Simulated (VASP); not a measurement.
# CaS (Fm-3m) in VASP: single point with LDA

Aim: the single point of CaS with LDA.

All numbers are computed with VASP 6.6.1; they aren't measurements. Logs are shortened: lines on timing, memory, paths and dates and some standing lists are left out, and cuts for length are marked.

### Step 1. The cell of the first run

The structure is cubic, space group Fm-3m (No. 225). The conventional cell has a = 5.564 Å, b = 5.564 Å, c = 5.564 Å, α = 90.00°, β = 90.00°, γ = 90.00°. Ca (site symmetry m-3m) has 6 S at 2.78 Å within 3.7 Å. S (site symmetry m-3m) has 6 Ca at 2.78 Å within 3.7 Å.

### Step 2. Single point, LDA

Input file INCAR:

```
ALGO = Normal
EDIFF = 1E-6
ENCUT = 500
GGA_COMPAT = F
ISIF = 2
ISMEAR = 0
LASPH = T
LCHARG = F
LREAL = F
LWAVE = F
NBANDS = 15
NELM = 120
PREC = Accurate
SIGMA = 0.02
```

Input file KPOINTS:

```
k-points
0
Gamma
  8 8 8
```

Input file POSCAR:

```
CaS
1.0
    0.0000000000      2.7817771865      2.7817771865
    2.7817771865      0.0000000000      2.7817771865
    2.7817771865      2.7817771865      0.0000000000
Ca S
1 1
Direct
    0.0000000000      0.0000000000      0.0000000000
    0.5000000000      0.5000000000      0.5000000000
```

Potentials or basis: VASP PAW LDA potentials, release 64 (Ca_sv, S).

On the command line:

```sh
cat potpaw_LDA.64/Ca_sv/POTCAR potpaw_LDA.64/S/POTCAR > POTCAR
mpirun -np 1 vasp_std > vasp.out
```

OUTCAR:

```text
EDIFF = 1E-6
   ENCUT = 500
   ISIF = 2
   ISMEAR = 0
   LASPH = T
   LREAL = F
   NELM = 120
   PREC = Accurate

 ion  position               nearest neighbor table
   1  0.000  0.000  0.000-   2 2.78   2 2.78   2 2.78   2 2.78   2 2.78   2 2.78
   2  0.500  0.500  0.500-   1 2.78   1 2.78   1 2.78   1 2.78   1 2.78   1 2.78

  LATTYP: Found a face centered cubic cell.
 ALAT       =     5.5635543730

  Lattice vectors:

 A1 = (   0.0000000000,   2.7817771865,   2.7817771865)
 A2 = (   2.7817771865,   0.0000000000,   2.7817771865)
 A3 = (   2.7817771865,   2.7817771865,   0.0000000000)

Analysis of symmetry for initial positions (statically):
=====================================================================
 Subroutine PRICEL returns:
 Original cell was already a primitive cell.

 Routine SETGRP: Setting up the symmetry group for a
 face centered cubic supercell.

 Subroutine GETGRP returns: Found 48 space group operations
 (whereof 48 operations were pure point group operations)
 out of a pool of 48 trial point group operations.

The static configuration has the point symmetry O_h .

Analysis of symmetry for dynamics (positions and initial velocities):
=====================================================================
 Subroutine PRICEL returns:
 Original cell was already a primitive cell.

 Routine SETGRP: Setting up the symmetry group for a
 face centered cubic supercell.

 Subroutine GETGRP returns: Found 48 space group operations
 (whereof 48 operations were pure point group operations)
 out of a pool of 48 trial point group operations.

The dynamic configuration has the point symmetry O_h .

 Subroutine INISYM returns: Found 48 space group operations
 (whereof 48 operations are pure point group operations),
 and found     1 'primitive' translations

----------------------------------------------------------------------------------------

                                     Primitive cell

  volume of cell :      43.0524

  direct lattice vectors                    reciprocal lattice vectors
     0.000000000  2.781777186  2.781777186    -0.179741211  0.179741211  0.179741211
     2.781777186  0.000000000  2.781777186     0.179741211 -0.179741211  0.179741211
     2.781777186  2.781777186  0.000000000     0.179741211  0.179741211 -0.179741211

  length of vectors
     3.934027025  3.934027025  3.934027025     0.311320910  0.311320910  0.311320910

  position of ions in fractional coordinates (direct lattice)
     0.000000000  0.000000000  0.000000000
     0.500000000  0.500000000  0.500000000

  ion indices of the primitive-cell ions
   primitive index   ion index
                 1           1
                 2           2

----------------------------------------------------------------------------------------

 KPOINTS: k-points

Automatic generation of k-mesh.
 Grid dimensions read from file:
 generate k-points for:    8    8    8

 Generating k-lattice:

  Cartesian coordinates                     Fractional coordinates (reciprocal lattice)
    -0.022467651  0.022467651  0.022467651     0.125000000  0.000000000  0.000000000
     0.022467651 -0.022467651  0.022467651     0.000000000  0.125000000  0.000000000
     0.022467651  0.022467651 -0.022467651     0.000000000  0.000000000  0.125000000

  Length of vectors
     0.038915114  0.038915114  0.038915114

  Shift w.r.t. Gamma in fractional coordinates (k-lattice)
     0.000000000  0.000000000  0.000000000

 Subroutine IBZKPT returns following result:
 ===========================================

 Found     29 irreducible k-points:

 Following reciprocal coordinates:
            Coordinates               Weight
  0.000000  0.000000  0.000000      1.000000
  0.125000  0.000000  0.000000      8.000000
  0.250000  0.000000  0.000000      8.000000
  0.375000  0.000000  0.000000      8.000000
  0.500000  0.000000  0.000000      4.000000
  0.125000  0.125000  0.000000      6.000000
[... 16 lines left out ...]
  0.500000  0.250000  0.125000     48.000000
 -0.375000  0.250000  0.125000     24.000000
 [... further k-points ...]
   k-points           NKPTS =     29   k-points in BZ     NKDIM =     29   number of bands    NBANDS=     15
   number of dos      NEDOS =    301   number of ions     NIONS =      2
   total plane-waves  NPLWV =  27000
   dimension x,y,z NGX =    30 NGY =   30 NGZ =   30
   dimension x,y,z NGXF=    60 NGYF=   60 NGZF=   60
   ions per type =               1   1
   NGX,Y,Z   is equivalent  to a cutoff of  12.68, 12.68, 12.68 a.u.
   NGXF,Y,Z  is equivalent  to a cutoff of  25.36, 25.36, 25.36 a.u.
 SYSTEM =  unknown system
   PREC   = accura    normal or accurate (medium, high low for compatibility)
   ISTART =      0    job   : 0-new  1-cont  2-samecut
   ICHARG =      2    charge: 1-file 2-atom 10-const
   ISPIN  =      1    spin polarized calculation?
   LNONCOLLINEAR =      F non collinear calculations
   LSORBIT =      F    spin-orbit coupling
   LASPH  =      T    aspherical Exc in radial PAW
   ENCUT  =  500.0 eV  36.75 Ry    6.06 a.u.   7.17  7.17  7.17*2*pi/ulx,y,z
   NELM   =    120;   NELMIN=  2; NELMDL= -5     # of ELM steps
   EDIFF  = 0.1E-05   stopping-criterion for ELM
   LREAL  =      F    real-space projection
   EDIFFG = 0.1E-04   stopping-criterion for IOM
   NSW    =      0    number of steps for IOM
   IBRION =     -1    ionic relax: 0-MD 1-quasi-New 2-CG
   NFREE  =      0    steps in history (QN), initial steepest desc. (CG)
   ISIF   =      2    stress and relaxation
   ISYM   =      2    0-nonsym 1-usesym 2-fastsym
   POTIM  = 0.5000    time-step for ionic-motion
   TEBEG  =    0.0;   TEEND  =   0.0 temperature during run
   PSTRESS=    0.0 pullay stress
   NELECT =      16.0000    total number of electrons
   NUPDOWN=      -1.0000    fix difference up-down
   EMIN   =  10.00;   EMAX   =-10.00  energy-range for DOS
   EFERMI =   0.00;   METHOD = LEGACY
   ISMEAR =     0;   SIGMA  =   0.02  broadening in eV -4-tet -1-fermi 0-gaus
   EFERMI_NEDOS =   21; number of points for ismear=-14 and -15
   IALGO  =     38    algorithm
   IMIX   =      4    mixing-type and parameters
     AMIX     =   0.40;   BMIX     =  1.00
     AMIX_MAG =   1.60;   BMIX_MAG =  1.00
  volume/ion in A,a.u.               =      21.53       145.27
  Fermi-wavevector in a.u.,A,eV,Ry     =   1.177016  2.224238 18.849068  1.385367
  Thomas-Fermi vector in A             =   2.313370
   LORBIT       =      0    0 simple, 1 ext, 2 COOP (PROOUT), +10 PAW based schemes
   GGA     = CA    functional components
   LHFCALC =     F    Hartree Fock is set to
   AEXX    =    0.0000 exact exchange contribution
   IVDW    =     0    specifies the selected vdW correction
   LEPSILON=     F    determine dielectric tensor
   LRPA    =     F    only Hartree local field effects (RPA)
 non-spin polarized calculation
 Gauss-broadening in eV      SIGMA  =   0.02
  energy-cutoff  :      500.00
  volume of cell :       43.05
 maximum number of plane-waves:      1108
 NGX is ok and might be reduce to    30
   NGX = 15   NGY = 15   NGZ = 15

 number of electron      15.9999998 magnetization

 Free energy of the ion-electron system (eV)
  ---------------------------------------------------
  ext. energy  EPLUGINS =         0.00000000
  ---------------------------------------------------
  free energy    TOTEN  =       -11.43331556 eV

  energy without entropy =      -11.43331556  energy(sigma->0) =      -11.43331556

 E-fermi :   3.2105     XC(G=0):  -9.9997

 val. band max:        3.0847619381   @ k =   0.0000   0.0000   0.0000
 cond. band min:       5.0458346487   @ k =   0.5000   0.5000   0.0000
 fundamental gap:      1.9610727106
 Fermi energy:         3.2105091608

 k-point     1 :       0.0000    0.0000    0.0000
  band No.  band energies     occupation
      1     -35.4286      2.00000
      2     -16.7153      2.00000
      3     -16.7153      2.00000
      4     -16.7153      2.00000
      5      -8.4504      2.00000
      6       3.0848      2.00000
      7       3.0848      2.00000
      8       3.0848      2.00000
      9       7.0177      0.00000
     10       7.0177      0.00000
     11       7.0177      0.00000
     12       7.4218      0.00000
     13       7.7238      0.00000
     14       7.7238      0.00000
     15      13.8716      0.00000

 k-point     2 :       0.1250    0.0000    0.0000
  band No.  band energies     occupation
      1     -35.4260      2.00000
      2     -16.7528      2.00000
      3     -16.7180      2.00000
      4     -16.7180      2.00000
      5      -8.3177      2.00000
      6       2.3489      2.00000
      7       2.8115      2.00000
      8       2.8115      2.00000
      9       7.0624      0.00000
     10       7.2726      0.00000
     11       7.2726      0.00000
     12       8.1954      0.00000
     13       8.1954      0.00000
     14       8.2063      0.00000
     15      14.1643      0.00000

 k-point     3 :       0.2500    0.0000    0.0000
  band No.  band energies     occupation
      1     -35.4196      2.00000
      2     -16.8407      2.00000
      3     -16.7245      2.00000
      4     -16.7245      2.00000
      5      -7.9801      2.00000
      6       1.0633      2.00000
      7       2.2913      2.00000
      8       2.2913      2.00000
      9       7.2145      0.00000
     10       7.9154      0.00000
     11       7.9154      0.00000
     12       9.3471      0.00000
     13       9.3471      0.00000
     14       9.5986      0.00000
     15      13.7214      0.00000
[... 343 lines left out ...]
 k-point    23 :       0.5000    0.2500    0.1250
  band No.  band energies     occupation
      1     -35.4098      2.00000
      2     -16.8960      2.00000
      3     -16.7816      2.00000
      4     -16.7457      2.00000
      5      -7.6036      2.00000
      6       0.3148      2.00000
      7       1.6078      2.00000
      8       1.8491      2.00000
      9       7.2239      0.00000
     10       8.9863      0.00000
     11       9.2656      0.00000
     12       9.4227      0.00000
     13      10.1277      0.00000
     14      11.7948      0.00000
     15      12.1456      0.00000

 k-point    24 :      -0.3750    0.2500    0.1250
  band No.  band energies     occupation
      1     -35.4077      2.00000
      2     -16.9139      2.00000
      3     -16.7862      2.00000
      4     -16.7524      2.00000
      5      -7.5079      2.00000
      6       0.1697      2.00000
      7       1.4031      2.00000
      8       1.7484      2.00000
      9       7.9727      0.00000
     10       8.3122      0.00000
     11       9.5856      0.00000
     12      10.0012      0.00000
     13      10.2846      0.00000
     14      11.2609      0.00000
     15      12.7508      0.00000

 [... further k-points ...]

------------------------ aborting loop because EDIFF is reached ----------------------------------------

  FORCE on cell =-STRESS in cart. coord.  units (eV):
  Direction    XX          YY          ZZ          XY          YZ          ZX
  --------------------------------------------------------------------------------------
  -------------------------------------------------------------------------------------
  Total        0.0739014      0.0739014      0.0739014     -0.0000000      0.0000000     -0.0000000
  in kB        2.7502138      2.7502138      2.7502138     -0.0000000      0.0000000     -0.0000000
  external PRESSURE =       2.7502138 kB  Pullay stress =       0.0000000 kB

 VOLUME and BASIS-vectors are now :
 -----------------------------------------------------------------------------
  energy-cutoff  :      500.00
  volume of cell :       43.05
      direct lattice vectors                 reciprocal lattice vectors
     0.000000000  2.781777186  2.781777186    -0.179741211  0.179741211  0.179741211
     2.781777186  0.000000000  2.781777186     0.179741211 -0.179741211  0.179741211
     2.781777186  2.781777186  0.000000000     0.179741211  0.179741211 -0.179741211

 POSITION                                       TOTAL-FORCE (eV/Angst)
 -----------------------------------------------------------------------------------
      0.00000      0.00000      0.00000        -0.000000      0.000000     -0.000000
      2.78178      2.78178      2.78178         0.000000     -0.000000      0.000000
 -----------------------------------------------------------------------------------
    total drift:                               -0.000000      0.000000      0.000000

  FREE ENERGIE OF THE ION-ELECTRON SYSTEM (eV)
  ---------------------------------------------------
  free  energy   TOTEN  =       -11.4333155587 eV

  energy  without entropy=      -11.4333155587  energy(sigma->0) =      -11.43331556
```

It took 39 s on 1 thread of Intel Xeon 8259CL, shared host; peak memory 0.15 GiB.

What came out:

```yaml
Free_energy: -11.4333 eV
Pressure: 0.3 GPa
Band_gap_on_the_k_mesh: 1.96 eV (least direct gap 2.83 eV)
```

A k mesh can miss the band edges.
